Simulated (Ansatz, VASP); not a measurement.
**HgTe: VASP beside Ansatz**

```
Hg Te
1.0
     0.00000    3.28916    3.28916
     3.28916    0.00000    3.28916
     3.28916    3.28916    0.00000
Hg Te
1 1
Direct
  0.00000 0.00000 0.00000
  0.25000 0.25000 0.25000
```

Alike in both runs: task single point; functional PBEsol; k mesh 4 × 4 × 4; no spin polarisation.

|  | VASP | Ansatz |
| --- | --- | --- |
| version | VASP 6.6.1 | Ansatz 0.2.0 |
| potentials or method | VASP PAW PBE potentials, release 64 (Hg, Te) | plane waves |
| plane-wave cutoff (eV) | 500 | 420 |
| occupations | gaussian, width 0.01 eV | fixed |
| valence electrons in the cell | 18 | 36 |

```tsv
	VASP	Ansatz	Ansatz less VASP
gap on the k mesh at the Fermi level (eV)	none	none	-
pressure (GPa)	-0.7	-0.8	-0.11
```

VASP's potentials were made for PBE, not for PBEsol. A gap of «none» marks a metal or a gap that the smearing closes. VASP's potentials hold 18 valence electrons a cell and Ansatz's 36, so a difference there can come from the potentials and not from the codes. Ansatz's warnings: unresolved pair at count.

The k mesh is coarse, so the values compare programs but aren't converged. Neither program's run includes spin-orbit coupling.
